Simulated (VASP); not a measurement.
# In (I4/mmm) in VASP: notebook

In is run at these levels: PBE; tasks: relaxation of shape and atoms at fixed volume.

Program: VASP 6.6.1. These are calculated values, not measurements. Logs are shortened: lines on timing, memory, paths and dates and some standing lists are left out, and cuts for length are marked.

## (1) The cell of the first run

It takes space group I4/mmm (No. 139, tetragonal). Conventional cell: a = 3.285 Å, b = 3.285 Å, c = 4.636 Å, α = 90.00°, β = 90.00°, γ = 90.00°. Within 4.3 Å of In (site symmetry 4/mmm) lie 12 In at 3.28 to 3.29 Å.

This isn't the form of In at room conditions, which is tetragonal.

## (2) Relaxation of shape and atoms at fixed volume, PBE (25.02 Å³/atom)

The input, INCAR:

```
PREC     = Accurate       # precision mode
ENCUT    = 600            # plane-wave cutoff, eV
EDIFF    = 1E-6           # SCF threshold, eV
ISMEAR   = 0              # smearing method
SIGMA    = 0.1            # smearing width, eV
LREAL    = False          # projectors in reciprocal space
LASPH    = True           # aspherical terms in the spheres
NELM     = 100            # most SCF steps
ALGO     = Fast           # electronic algorithm
ISIF     = 4              # what is computed and relaxed
LWAVE    = False          # write WAVECAR
LCHARG   = False          # write CHGCAR
GGA      = PE             # functional
IBRION   = 2              # ionic algorithm
NSW      = 50             # ionic steps
EDIFFG   = -0.01          # ionic threshold
```

The input, KPOINTS:

```
Automatic mesh
0
Gamma
  18 18 18
```

The input, POSCAR:

```
In
1.0
   -1.6426375408      1.6426375408      2.3182153003
    1.6426375408     -1.6426375408      2.3182153003
    1.6426375408      1.6426375408     -2.3182153003
In
1
Direct
    0.0000000000      0.0000000000      0.0000000000
```

Potentials or basis: VASP PAW PBE potentials, release 64 (In_d).

Command:

```sh
$ cat potpaw_PBE.64/In_d/POTCAR > POTCAR
$ mpirun -np 1 vasp_std > vasp.out
```

OUTCAR:

```text
PREC = Accurate
   ENCUT = 600
   EDIFF = 1E-6
   ISMEAR = 0
   LREAL = False
   LASPH = True
   NELM = 100
   ISIF = 4
   GGA = PE
   IBRION = 2
   NSW = 50
   EDIFFG = -0.01

 ion  position               nearest neighbor table
   1  0.000  0.000  0.000-

  LATTYP: Found a body centered tetragonal cell.
 ALAT       =     3.2852750816
 C/A-ratio  =     1.4112762205

  Lattice vectors:

 A1 = (  -1.6426375408,   1.6426375408,   2.3182153003)
 A2 = (   1.6426375408,  -1.6426375408,   2.3182153003)
 A3 = (   1.6426375408,   1.6426375408,  -2.3182153003)

Analysis of symmetry for initial positions (statically):
=====================================================================
 Subroutine PRICEL returns:
 Original cell was already a primitive cell.

 Routine SETGRP: Setting up the symmetry group for a
 body centered tetragonal supercell.

 Subroutine GETGRP returns: Found 16 space group operations
 (whereof 16 operations were pure point group operations)
 out of a pool of 16 trial point group operations.

The static configuration has the point symmetry D_4h.

Analysis of symmetry for dynamics (positions and initial velocities):
=====================================================================
 Subroutine PRICEL returns:
 Original cell was already a primitive cell.

 Routine SETGRP: Setting up the symmetry group for a
 body centered tetragonal supercell.

 Subroutine GETGRP returns: Found 16 space group operations
 (whereof 16 operations were pure point group operations)
 out of a pool of 16 trial point group operations.

The dynamic configuration has the point symmetry D_4h.

 Subroutine INISYM returns: Found 16 space group operations
 (whereof 16 operations are pure point group operations),
 and found     1 'primitive' translations

----------------------------------------------------------------------------------------

                                     Primitive cell

  volume of cell :      25.0206

  direct lattice vectors                    reciprocal lattice vectors
    -1.642637541  1.642637541  2.318215300     0.000000000  0.304388514  0.215683159
     1.642637541 -1.642637541  2.318215300     0.304388514  0.000000000  0.215683159
     1.642637541  1.642637541 -2.318215300     0.304388514  0.304388514  0.000000000

  length of vectors
     3.281865073  3.281865073  3.281865073     0.373057090  0.373057090  0.430470365

  position of ions in fractional coordinates (direct lattice)
     0.000000000  0.000000000  0.000000000

  ion indices of the primitive-cell ions
   primitive index   ion index
                 1           1

----------------------------------------------------------------------------------------

 KPOINTS: Automatic mesh

Automatic generation of k-mesh.
 Grid dimensions read from file:
 generate k-points for:   18   18   18

 Generating k-lattice:

  Cartesian coordinates                     Fractional coordinates (reciprocal lattice)
     0.000000000  0.016910473  0.011982398     0.055555556 -0.000000000  0.000000000
     0.016910473  0.000000000  0.011982398    -0.000000000  0.055555556  0.000000000
     0.016910473  0.016910473  0.000000000     0.000000000  0.000000000  0.055555556

  Length of vectors
     0.020725394  0.020725394  0.023915020

  Shift w.r.t. Gamma in fractional coordinates (k-lattice)
     0.000000000  0.000000000  0.000000000

 Subroutine IBZKPT returns following result:
 ===========================================

 Found    480 irreducible k-points:

 Following reciprocal coordinates:
            Coordinates               Weight
  0.000000  0.000000  0.000000      1.000000
  0.055556  0.000000 -0.000000      8.000000
  0.111111  0.000000 -0.000000      8.000000
  0.166667  0.000000  0.000000      8.000000
  0.222222  0.000000 -0.000000      8.000000
  0.277778 -0.000000  0.000000      8.000000
[... 16 lines left out ...]
 -0.277778  0.055556 -0.000000     16.000000
 -0.222222  0.055556  0.000000     16.000000
 [... further k-points ...]
   k-points           NKPTS =    480   k-points in BZ     NKDIM =    480   number of bands    NBANDS=     10
   number of dos      NEDOS =    301   number of ions     NIONS =      1
   total plane-waves  NPLWV =  21952
   dimension x,y,z NGX =    28 NGY =   28 NGZ =   28
   dimension x,y,z NGXF=    56 NGYF=   56 NGZF=   56
   ions per type =               1
   NGX,Y,Z   is equivalent  to a cutoff of  14.18, 14.18, 14.18 a.u.
   NGXF,Y,Z  is equivalent  to a cutoff of  28.37, 28.37, 28.37 a.u.
 SYSTEM =  unknown system
   PREC   = accura    normal or accurate (medium, high low for compatibility)
   ISTART =      0    job   : 0-new  1-cont  2-samecut
   ICHARG =      2    charge: 1-file 2-atom 10-const
   ISPIN  =      1    spin polarized calculation?
   LNONCOLLINEAR =      F non collinear calculations
   LSORBIT =      F    spin-orbit coupling
   LASPH  =      T    aspherical Exc in radial PAW
   ENCUT  =  600.0 eV  44.10 Ry    6.64 a.u.   6.55  6.55  6.55*2*pi/ulx,y,z
   NELM   =    100;   NELMIN=  2; NELMDL= -5     # of ELM steps
   EDIFF  = 0.1E-05   stopping-criterion for ELM
   LREAL  =      F    real-space projection
   EDIFFG = -.1E-01   stopping-criterion for IOM
   NSW    =     50    number of steps for IOM
   IBRION =      2    ionic relax: 0-MD 1-quasi-New 2-CG
   NFREE  =      1    steps in history (QN), initial steepest desc. (CG)
   ISIF   =      4    stress and relaxation
   ISYM   =      2    0-nonsym 1-usesym 2-fastsym
   POTIM  = 0.5000    time-step for ionic-motion
   TEBEG  =    0.0;   TEEND  =   0.0 temperature during run
   PSTRESS=    0.0 pullay stress
   NELECT =      13.0000    total number of electrons
   NUPDOWN=      -1.0000    fix difference up-down
   EMIN   =  10.00;   EMAX   =-10.00  energy-range for DOS
   EFERMI =   0.00;   METHOD = LEGACY
   ISMEAR =     0;   SIGMA  =   0.10  broadening in eV -4-tet -1-fermi 0-gaus
   EFERMI_NEDOS =   21; number of points for ismear=-14 and -15
   IALGO  =     68    algorithm
   IMIX   =      4    mixing-type and parameters
     AMIX     =   0.40;   BMIX     =  1.00
     AMIX_MAG =   1.60;   BMIX_MAG =  1.00
  volume/ion in A,a.u.               =      25.02       168.85
  Fermi-wavevector in a.u.,A,eV,Ry     =   1.316104  2.487076 23.567055  1.732130
  Thomas-Fermi vector in A             =   2.446240
   LORBIT       =      0    0 simple, 1 ext, 2 COOP (PROOUT), +10 PAW based schemes
   GGA     = PE    functional components
   LHFCALC =     F    Hartree Fock is set to
   AEXX    =    0.0000 exact exchange contribution
   IVDW    =     0    specifies the selected vdW correction
   LEPSILON=     F    determine dielectric tensor
   LRPA    =     F    only Hartree local field effects (RPA)
 conjugate gradient relaxation of ions
 non-spin polarized calculation
 RMM-DIIS sequential band-by-band and
 Gauss-broadening in eV      SIGMA  =   0.10
  energy-cutoff  :      600.00
  volume of cell :       25.02
 maximum number of plane-waves:       869
 NGX is ok and might be reduce to    28
   NGX = 13   NGY = 13   NGZ = 13

 number of electron      13.0000000 magnetization

 Free energy of the ion-electron system (eV)
  ---------------------------------------------------
  ext. energy  EPLUGINS =         0.00000000
  ---------------------------------------------------
  free energy    TOTEN  =        -2.53172516 eV

  energy without entropy =       -2.52950124  energy(sigma->0) =       -2.53061320

 E-fermi :   8.0769     XC(G=0): -10.4668

 val. band max:        8.0766969857   @ k =  -0.3333  -0.4444   0.2222
 cond. band min:       8.0769671092   @ k =  -0.4444   0.4444   0.2222
 fundamental gap:      0.0002701235
 Fermi energy:         8.0769434258

 k-point     1 :       0.0000    0.0000    0.0000
  band No.  band energies     occupation
      1      -6.6432      2.00000
      2      -6.6432      2.00000
      3      -6.6403      2.00000
      4      -6.4504      2.00000
      5      -6.4471      2.00000
      6      -1.8170      2.00000
      7      19.0210      0.00000
      8      19.0266      0.00000
      9      19.0267      0.00000
     10      19.6488      0.00000

 k-point     2 :       0.0556    0.0000   -0.0000
  band No.  band energies     occupation
      1      -6.6436      2.00000
      2      -6.6371      2.00000
      3      -6.6349      2.00000
      4      -6.4512      2.00000
      5      -6.4480      2.00000
      6      -1.7471      2.00000
      7      18.0326      0.00000
      8      18.8901      0.00000
      9      18.8914      0.00000
     10      19.5493      0.00000

 k-point     3 :       0.1111    0.0000   -0.0000
  band No.  band energies     occupation
      1      -6.6472      2.00000
      2      -6.6213      2.00000
      3      -6.6193      2.00000
      4      -6.4517      2.00000
      5      -6.4487      2.00000
      6      -1.5363      2.00000
      7      16.1528      0.00000
      8      18.5659      0.00000
      9      18.5702      0.00000
     10      19.5088      0.00000

 k-point     4 :       0.1667    0.0000    0.0000
  band No.  band energies     occupation
      1      -6.6548      2.00000
      2      -6.6040      2.00000
      3      -6.6019      2.00000
      4      -6.4452      2.00000
      5      -6.4429      2.00000
      6      -1.1816      2.00000
      7      14.1707      0.00000
      8      18.1738      0.00000
      9      18.1848      0.00000
     10      19.4665      0.00000

 k-point     5 :       0.2222    0.0000   -0.0000
  band No.  band energies     occupation
      1      -6.6665      2.00000
      2      -6.5959      2.00000
      3      -6.5935      2.00000
      4      -6.4236      2.00000
      5      -6.4222      2.00000
      6      -0.6799      2.00000
      7      12.2309      0.00000
      8      17.7876      0.00000
      9      17.8055      0.00000
     10      19.3991      0.00000

 k-point     6 :       0.2778   -0.0000    0.0000
  band No.  band energies     occupation
      1      -6.6817      2.00000
      2      -6.6002      2.00000
      3      -6.5975      2.00000
      4      -6.3870      2.00000
      5      -6.3866      2.00000
      6      -0.0292      2.00000
      7      10.3765      0.00000
      8      17.4415      0.00000
      9      17.4664      0.00000
     10      19.3045      0.00000
[... 183 lines left out ...]
 k-point    21 :      -0.3889    0.0556    0.0000
  band No.  band energies     occupation
      1      -6.7044      2.00000
      2      -6.6213      2.00000
      3      -6.6047      2.00000
      4      -6.3457      2.00000
      5      -6.3034      2.00000
      6       1.4458      2.00000
      7       7.5903      2.00000
      8      16.3358      0.00000
      9      16.8473      0.00000
     10      18.6665      0.00000

 k-point    22 :      -0.3333    0.0556    0.0000
  band No.  band energies     occupation
      1      -6.6919      2.00000
      2      -6.6079      2.00000
      3      -6.5928      2.00000
      4      -6.3879      2.00000
      5      -6.3377      2.00000
      6       0.5500      2.00000
      7       9.2570      0.00000
      8      16.4453      0.00000
      9      17.2359      0.00000
     10      18.9833      0.00000

 k-point    23 :      -0.2778    0.0556   -0.0000
  band No.  band energies     occupation
      1      -6.6792      2.00000
      2      -6.5955      2.00000
      3      -6.5837      2.00000
      4      -6.4292      2.00000
      5      -6.3762      2.00000
      6      -0.1998      2.00000
      7      11.0396      0.00000
      8      16.6666      0.00000
      9      17.6030      0.00000
     10      19.4389      0.00000

 k-point    24 :      -0.2222    0.0556    0.0000
  band No.  band energies     occupation
      1      -6.6688      2.00000
      2      -6.5913      2.00000
      3      -6.5833      2.00000
      4      -6.4588      2.00000
      5      -6.4093      2.00000
      6      -0.8009      2.00000
      7      12.9219      0.00000
      8      16.9904      0.00000
      9      17.9444      0.00000
     10      19.8436      0.00000

 [... further k-points ...]

------------------------ aborting loop because EDIFF is reached ----------------------------------------

  FORCE on cell =-STRESS in cart. coord.  units (eV):
  Direction    XX          YY          ZZ          XY          YZ          ZX
  --------------------------------------------------------------------------------------
  -------------------------------------------------------------------------------------
  Total        0.6759571      0.6759571      0.6787815      0.0000000     -0.0000000      0.0000000
  in kB       43.2845082     43.2845082     43.4653644      0.0000000     -0.0000000      0.0000000
  external PRESSURE =      43.3447936 kB  Pullay stress =       0.0000000 kB

 VOLUME and BASIS-vectors are now :
 -----------------------------------------------------------------------------
  energy-cutoff  :      600.00
  volume of cell :       25.02
      direct lattice vectors                 reciprocal lattice vectors
    -1.642637541  1.642637541  2.318215300     0.000000000  0.304388514  0.215683159
     1.642637541 -1.642637541  2.318215300     0.304388514  0.000000000  0.215683159
     1.642637541  1.642637541 -2.318215300     0.304388514  0.304388514  0.000000000

 POSITION                                       TOTAL-FORCE (eV/Angst)
 -----------------------------------------------------------------------------------
      0.00000      0.00000      0.00000        -0.000000     -0.000000      0.000000
 -----------------------------------------------------------------------------------
    total drift:                               -0.000000     -0.000000     -0.000000

  FREE ENERGIE OF THE ION-ELECTRON SYSTEM (eV)
  ---------------------------------------------------
  free  energy   TOTEN  =        -2.5317251596 eV

  energy  without entropy=       -2.5295012425  energy(sigma->0) =       -2.53061320

 reached required accuracy - stopping structural energy minimisation
```

Run time: 4.5 min. Hardware: 1 thread of Intel Xeon 8259CL, shared host; peak memory 0.28 GiB.

What came out:

| Quantity | Value |
| --- | --- |
| Free energy | -2.5317 eV |
| Pressure after relaxing | 4.3 GPa |
| Band gap on the k mesh | zero (an odd number of electrons rules out a gap without spin polarisation) |

Final structure:
```
In
1.0
    -1.64264    1.64264    2.31822
     1.64264   -1.64264    2.31822
     1.64264    1.64264   -2.31822
In
1
Direct
  0.00000 0.00000 0.00000
```

Levels at points of the mesh, in eV from the Fermi level:
```
           k point  band 3  band 4  band 5  band 6  band 7  band 8  band 9  band 10
(0.00, 0.00, 0.00)  -14.72  -14.53  -14.52   -9.89   10.94   10.95   10.95    11.57
(0.50, 0.00, 0.00)  -14.71  -14.35  -14.35   -4.38   -3.61    8.68    8.72    10.89
(0.50, 0.50, 0.00)  -14.36  -14.31  -14.31   -2.40   -2.04    4.11    4.12     7.63
(0.50, 0.50, 0.50)  -14.36  -14.31  -14.31   -2.38   -2.00    4.08    4.08     7.57
```

Caveat: the relaxation stopped at its first step, so nothing moved; spin-orbit coupling is left out, which moves the levels of the heavy elements.

## (3) Relaxation of shape and atoms at fixed volume, PBE (25.85 Å³/atom)

This run uses another cell than the first one, of 25.85 Å³/atom.

The input, INCAR:

```
PREC = Accurate ; ENCUT = 600
EDIFF = 1E-7 ; ISMEAR = 0
SIGMA = 0.1 ; LREAL = F
LASPH = T ; NELM = 100
ALGO = Fast ; ISIF = 4
LWAVE = F ; LCHARG = F
GGA = PE ; IBRION = 2
NSW = 50 ; EDIFFG = -0.01
```

KPOINTS is that of step 2.

The input, POSCAR:

```
In
1.0
   -1.6604936956      1.6604936956      2.3434152670
    1.6604936956     -1.6604936956      2.3434152670
    1.6604936956      1.6604936956     -2.3434152670
In
1
Direct
    0.0000000000      0.0000000000      0.0000000000
```

Potentials or basis: VASP PAW PBE potentials, release 64 (In_d).

Command:

```sh
$ cat potpaw_PBE.64/In_d/POTCAR > POTCAR
$ mpirun -np 1 vasp_std > vasp.out
```

Wall time 4.1 min (1 thread of Intel Xeon 8259CL, shared host); peak memory 0.29 GiB.

The run converged. Its results:

- Free energy: -2.5496 eV
- Pressure after relaxing: 2.6 GPa
- Band gap on the k mesh: zero (an odd number of electrons rules out a gap without spin polarisation)

Final structure:
```cif
data_structure
_symmetry_space_group_name_H-M 'P 1'
_symmetry_Int_Tables_number 1
_cell_length_a 3.3175
_cell_length_b 3.3175
_cell_length_c 3.3175
_cell_angle_alpha 119.931
_cell_angle_beta 119.931
_cell_angle_gamma 90.119
_cell_volume 25.85
loop_
_atom_site_label
_atom_site_type_symbol
_atom_site_fract_x
_atom_site_fract_y
_atom_site_fract_z
_atom_site_occupancy
In1 In 0.00000 0.00000 0.00000 1
```

Levels at points of the mesh, in eV from the Fermi level:
| k point | band 2 | band 3 | band 4 | band 5 | band 6 | band 7 | band 8 | band 9 | band 10 |
| --- | --- | --- | --- | --- | --- | --- | --- | --- | --- |
| (0.00, 0.00, 0.00) | -14.67 | -14.66 | -14.49 | -14.49 | -9.65 | 10.67 | 10.67 | 10.67 | 11.53 |
| (0.50, 0.00, 0.00) | -14.66 | -14.65 | -14.33 | -14.33 | -4.34 | -3.45 | 8.47 | 8.51 | 10.85 |
| (0.50, 0.50, 0.00) | -14.80 | -14.34 | -14.29 | -14.28 | -2.28 | -2.09 | 4.05 | 4.06 | 7.44 |
| (0.50, 0.50, 0.50) | -14.80 | -14.34 | -14.29 | -14.29 | -2.26 | -2.05 | 4.03 | 4.03 | 7.41 |

Caveat: the relaxation stopped at its first step, so nothing moved; spin-orbit coupling is left out, which moves the levels of the heavy elements.

(Part 1 of 2 ends here.)
